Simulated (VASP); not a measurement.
# KI in VASP: a series of runs

Aim: see how the results for KI move with the level of theory and the settings. Levels: r2SCAN, HSE06. Tasks: single point.

Everything below comes from runs of VASP 6.6.1. Logs are shortened: lines on timing, memory, paths and dates and some standing lists are left out, and cuts for length are marked.

### 1 The cell of the first run

The structure is tetragonal, space group I4/mmm (No. 139). Conventional cell: a = 5.012 Å, b = 5.012 Å, c = 6.947 Å, α = 90.00°, β = 90.00°, γ = 90.00°. Within 4.6 Å of K (site symmetry 4/mmm) lie 6 I at 3.47 to 3.54 Å. I (site symmetry 4/mmm) has 6 K at 3.47 to 3.54 Å within 4.6 Å.

### 2 Single point, r2SCAN (uniaxial z strain -2.0%)

The input, POSCAR:

```
KI
1.0
    0.0000000000      3.5442852436      3.4733995387
    3.5442852436      0.0000000000      3.4733995387
    3.5442852436      3.5442852436      0.0000000000
K I
1 1
Direct
    0.0000000000      0.0000000000      0.0000000000
    0.5000000000      0.5000000000      0.5000000000
```

The input, INCAR.step1:

```
ALGO = Normal
EDIFF = 1E-4
ENCUT = 520
GGA = PE
ISMEAR = 0
LASPH = True
LCHARG = False
LREAL = False
LWAVE = True
NBANDS = 15
NELM = 60
PREC = Accurate
SIGMA = 0.01
```

The input, INCAR.step2:

```
ALGO = Normal
EDIFF = 1E-7
ENCUT = 520
ISIF = 2
ISMEAR = 0
ISTART = 1
LASPH = True
LCHARG = False
LMIXTAU = True
LREAL = False
LWAVE = False
METAGGA = R2SCAN
NBANDS = 15
NELM = 60
PREC = Accurate
SIGMA = 0.01
```

The input, KPOINTS:

```
k-points
0
Gamma
  6 6 6
```

Potentials or basis: VASP PAW PBE potentials, release 64 (K_sv, I).

Run with:

```
$ cat potpaw_PBE.64/K_sv/POTCAR potpaw_PBE.64/I/POTCAR > POTCAR
$ cp INCAR.step1 INCAR
$ mpirun -np 1 vasp_std > vasp.out
$ cp INCAR.step2 INCAR
$ mpirun -np 1 vasp_std > vasp.out
```

OUTCAR:

```text
EDIFF = 1E-7
   ENCUT = 520
   ISIF = 2
   ISMEAR = 0
   ISTART = 1
   LASPH = True
   LREAL = False
   METAGGA = R2SCAN
   NELM = 60
   PREC = Accurate

 ion  position               nearest neighbor table
   1  0.000  0.000  0.000-   2 3.47   2 3.47   2 3.54   2 3.54   2 3.54   2 3.54
   2  0.500  0.500  0.500-   1 3.47   1 3.47   1 3.54   1 3.54   1 3.54   1 3.54

  LATTYP: Found a body centered tetragonal cell.
 ALAT       =     5.0123762604
 C/A-ratio  =     1.3859292911

  Lattice vectors:

 A1 = (   0.0000000000,  -3.5442852436,  -3.4733995387)
 A2 = (   0.0000000000,   3.5442852436,  -3.4733995387)
 A3 = (   3.5442852436,   0.0000000000,   3.4733995387)

Analysis of symmetry for initial positions (statically):
=====================================================================
 Subroutine PRICEL returns:
 Original cell was already a primitive cell.

 Routine SETGRP: Setting up the symmetry group for a
 body centered tetragonal supercell.

 Subroutine GETGRP returns: Found 16 space group operations
 (whereof 16 operations were pure point group operations)
 out of a pool of 16 trial point group operations.

The static configuration has the point symmetry D_4h.

Analysis of symmetry for dynamics (positions and initial velocities):
=====================================================================
 Subroutine PRICEL returns:
 Original cell was already a primitive cell.

 Routine SETGRP: Setting up the symmetry group for a
 body centered tetragonal supercell.

 Subroutine GETGRP returns: Found 16 space group operations
 (whereof 16 operations were pure point group operations)
 out of a pool of 16 trial point group operations.

The dynamic configuration has the point symmetry D_4h.

 Subroutine INISYM returns: Found 16 space group operations
 (whereof 16 operations are pure point group operations),
 and found     1 'primitive' translations

----------------------------------------------------------------------------------------

                                     Primitive cell

  volume of cell :      87.2654

  direct lattice vectors                    reciprocal lattice vectors
     0.000000000  3.544285244  3.473399539    -0.141072167  0.141072167  0.143951191
     3.544285244  0.000000000  3.473399539     0.141072167 -0.141072167  0.143951191
     3.544285244  3.544285244  0.000000000     0.141072167  0.141072167 -0.143951191

  length of vectors
     4.962505642  4.962505642  5.012376260     0.246017597  0.246017597  0.246017597

[... 91 lines left out ...]
   NELECT =      16.0000    total number of electrons
   NUPDOWN=      -1.0000    fix difference up-down
   EMIN   =  10.00;   EMAX   =-10.00  energy-range for DOS
   EFERMI =   0.00;   METHOD = LEGACY
   ISMEAR =     0;   SIGMA  =   0.01  broadening in eV -4-tet -1-fermi 0-gaus
   EFERMI_NEDOS =   21; number of points for ismear=-14 and -15
   IALGO  =     38    algorithm
   IMIX   =      4    mixing-type and parameters
     AMIX     =   0.40;   BMIX     =  1.00
     AMIX_MAG =   1.60;   BMIX_MAG =  1.00
  volume/ion in A,a.u.               =      43.63       294.45
  Fermi-wavevector in a.u.,A,eV,Ry     =   0.930038  1.757517 11.768646  0.864971
  Thomas-Fermi vector in A             =   2.056384
   LORBIT       =      0    0 simple, 1 ext, 2 COOP (PROOUT), +10 PAW based schemes
   METAGGA = R2SCAN    functional components
   LHFCALC =     F    Hartree Fock is set to
   AEXX    =    0.0000 exact exchange contribution
   IVDW    =     0    specifies the selected vdW correction
   LEPSILON=     F    determine dielectric tensor
   LRPA    =     F    only Hartree local field effects (RPA)
 non-spin polarized calculation
 Gauss-broadening in eV      SIGMA  =   0.01
  energy-cutoff  :      520.00
  volume of cell :       87.27
 maximum number of plane-waves:      2369
 NGX is ok and might be reduce to    40
   NGX = 19   NGY = 19   NGZ = 19

 number of electron      15.9999999 magnetization

 Free energy of the ion-electron system (eV)
  ---------------------------------------------------
  ext. energy  EPLUGINS =         0.00000000
  ---------------------------------------------------
  free energy    TOTEN  =       -33.98005855 eV

  energy without entropy =      -33.98005855  energy(sigma->0) =      -33.98005855

 E-fermi :  -0.6284     XC(G=0):  -7.5609

 val. band max:       -0.6955556063   @ k =   0.0000   0.0000   0.0000
 cond. band min:       3.9333835927   @ k =   0.0000   0.0000   0.0000
 fundamental gap:      4.6289391991
 Fermi energy:        -0.6284086191

 k-point     1 :       0.0000    0.0000    0.0000
  band No.  band energies     occupation
      1     -30.3405      2.00000
      2     -13.0575      2.00000
      3     -13.0575      2.00000
      4     -13.0571      2.00000
      5     -11.5300      2.00000
      6      -0.7028      2.00000
      7      -0.7028      2.00000
      8      -0.6956      2.00000
      9       3.9334      0.00000
     10       6.3028      0.00000
     11       6.3028      0.00000
     12       6.4255      0.00000
     13       7.1563      0.00000
     14       7.2478      0.00000
[... 401 lines left out ...]
      2     -13.1218      2.00000
      3     -13.0835      2.00000
      4     -13.0711      2.00000
      5     -11.3334      2.00000
      6      -1.7004      2.00000
      7      -1.2316      2.00000
      8      -1.0625      2.00000
      9       5.0920      0.00000
     10       6.2891      0.00000
     11       7.6920      0.00000
     12       8.2355      0.00000
     13       8.9849      0.00000
     14       9.3796      0.00000
     15       9.8760      0.00000

 [... further k-points ...]

------------------------ aborting loop because EDIFF is reached ----------------------------------------

  FORCE on cell =-STRESS in cart. coord.  units (eV):
  Direction    XX          YY          ZZ          XY          YZ          ZX
  --------------------------------------------------------------------------------------
  -------------------------------------------------------------------------------------
  Total        0.0494202      0.0494202      0.3987520      0.0000000     -0.0000000      0.0000000
  in kB        0.9073464      0.9073464      7.3210162      0.0000000     -0.0000000      0.0000000
  external PRESSURE =       3.0452363 kB  Pullay stress =       0.0000000 kB

 VOLUME and BASIS-vectors are now :
 -----------------------------------------------------------------------------
  energy-cutoff  :      520.00
  volume of cell :       87.27
      direct lattice vectors                 reciprocal lattice vectors
     0.000000000  3.544285244  3.473399539    -0.141072167  0.141072167  0.143951191
     3.544285244  0.000000000  3.473399539     0.141072167 -0.141072167  0.143951191
     3.544285244  3.544285244  0.000000000     0.141072167  0.141072167 -0.143951191

 POSITION                                       TOTAL-FORCE (eV/Angst)
 -----------------------------------------------------------------------------------
      0.00000      0.00000      0.00000        -0.000000      0.000000      0.000000
      3.54429      3.54429      3.47340         0.000000     -0.000000      0.000000
 -----------------------------------------------------------------------------------
    total drift:                                0.000000     -0.000000     -0.000000

  FREE ENERGIE OF THE ION-ELECTRON SYSTEM (eV)
  ---------------------------------------------------
  free  energy   TOTEN  =       -33.9800585481 eV

  energy  without entropy=      -33.9800585481  energy(sigma->0) =      -33.98005855
```

Wall time 2 min (1 thread of Intel Xeon 6975P-C (Granite Rapids), shared host); peak memory 0.27 GiB.

Results:

* Free energy: -33.9801 eV
* Pressure: 0.3 GPa
* Band gap on the k mesh: 4.63 eV, direct

Caveat: the cell differs from its parent crystal (uniaxial z strain -2.0%); the PAW data sets were made with another functional, which shifts forces and pressure a little; spin-orbit coupling is left out, which moves the levels of the heavy elements.

### 3 Single point, r2SCAN (strain along [111] +3.0%)

The input, POSCAR:

```
KI
1.0
    0.0708857049      3.6151709484      3.6151709484
    3.6151709484      0.0708857049      3.6151709484
    3.6151709484      3.6151709484      0.0708857049
K I
1 1
Direct
    0.0000000000      0.0000000000      0.0000000000
    0.5000000000      0.5000000000      0.5000000000
```

INCAR.step1: that of step 2 with these lines changed.

```diff
@@ -10,3 +10,3 @@
 NBANDS = 15
-NELM = 60
+NELM = 100
 PREC = Accurate
```

INCAR.step2: that of step 2 with these lines changed.

```diff
@@ -13,3 +13,3 @@
 NBANDS = 15
-NELM = 60
+NELM = 100
 PREC = Accurate
```

KPOINTS is that of step 2.

Potentials or basis: VASP PAW PBE potentials, release 64 (K_sv, I).

Run with:

```
$ cat potpaw_PBE.64/K_sv/POTCAR potpaw_PBE.64/I/POTCAR > POTCAR
$ cp INCAR.step1 INCAR
$ mpirun -np 1 vasp_std > vasp.out
$ cp INCAR.step2 INCAR
$ mpirun -np 1 vasp_std > vasp.out
```

OUTCAR:

```text
EDIFF = 1E-7
   ENCUT = 520
   ISIF = 2
   ISMEAR = 0
   ISTART = 1
   LASPH = True
   LREAL = False
   METAGGA = R2SCAN
   NELM = 100
   PREC = Accurate

 ion  position               nearest neighbor table
   1  0.000  0.000  0.000-   2 3.58   2 3.58   2 3.58   2 3.58   2 3.58   2 3.58
   2  0.500  0.500  0.500-   1 3.58   1 3.58   1 3.58   1 3.58   1 3.58   1 3.58

  LATTYP: Found a trigonal (rhomboedric) cell.
 ALAT       =     5.1131151713
 COS(alpha) =     0.5195079762

[... 621 lines left out ...]

------------------------ aborting loop because EDIFF is reached ----------------------------------------

  FORCE on cell =-STRESS in cart. coord.  units (eV):
  Direction    XX          YY          ZZ          XY          YZ          ZX
  --------------------------------------------------------------------------------------
  -------------------------------------------------------------------------------------
  Total       -0.1887752     -0.1887752     -0.1887752     -0.0477154     -0.0477154     -0.0477154
  in kB       -3.2976331     -3.2976331     -3.2976331     -0.8335192     -0.8335192     -0.8335192
  external PRESSURE =      -3.2976331 kB  Pullay stress =       0.0000000 kB

 VOLUME and BASIS-vectors are now :
 -----------------------------------------------------------------------------
  energy-cutoff  :      520.00
  volume of cell :       91.72
      direct lattice vectors                 reciprocal lattice vectors
     0.070885705  3.615170948  3.615170948    -0.142441800  0.139702534  0.139702534
     3.615170948  0.070885705  3.615170948     0.139702534 -0.142441800  0.139702534
     3.615170948  3.615170948  0.070885705     0.139702534  0.139702534 -0.142441800

 POSITION                                       TOTAL-FORCE (eV/Angst)
 -----------------------------------------------------------------------------------
      0.00000      0.00000      0.00000        -0.000000      0.000000     -0.000000
      3.65061      3.65061      3.65061         0.000000     -0.000000      0.000000
 -----------------------------------------------------------------------------------
    total drift:                                0.000000     -0.000000     -0.000000

  FREE ENERGIE OF THE ION-ELECTRON SYSTEM (eV)
  ---------------------------------------------------
  free  energy   TOTEN  =       -33.9807304887 eV

  energy  without entropy=      -33.9807304887  energy(sigma->0) =      -33.98073049
```

Wall time 1.7 min (1 thread of Intel Xeon 6975P-C (Granite Rapids), shared host); peak memory 0.27 GiB.

What came out:

| Item | Value |
| --- | --- |
| Free energy | -33.9807 eV |
| Pressure | -0.3 GPa |
| Band gap on the k mesh | 4.48 eV, direct |

Stress tensor (GPa, compression positive):
```
-0.33 -0.08 -0.08
-0.08 -0.33 -0.08
-0.08 -0.08 -0.33
```

Levels at points of the mesh, in eV from the valence-band top:
| k point | band 4 | band 5 | band 6 | band 7 | band 8 | band 9 | band 10 | band 11 | band 12 | band 13 |
| --- | --- | --- | --- | --- | --- | --- | --- | --- | --- | --- |
| (0.00, 0.00, 0.00) | -12.47 | -10.78 | -0.08 | 0.00 | 0.00 | 4.48 | 6.90 | 7.11 | 7.11 | 7.87 |
| (0.50, 0.00, 0.00) | -12.47 | -10.54 | -1.25 | -0.38 | -0.32 | 5.94 | 8.20 | 8.54 | 8.72 | 9.27 |
| (0.50, 0.50, 0.00) | -12.48 | -10.64 | -0.99 | -0.41 | -0.34 | 5.41 | 6.38 | 8.76 | 9.21 | 9.38 |
| (0.50, 0.50, 0.50) | -12.47 | -10.54 | -1.27 | -0.28 | -0.28 | 5.99 | 8.09 | 8.76 | 8.76 | 9.27 |

Caveat: the cell differs from its parent crystal (strain along [111] +3.0%); the PAW data sets were made with another functional, which shifts forces and pressure a little; spin-orbit coupling is left out, which moves the levels of the heavy elements.

[end of part 1 of 2]
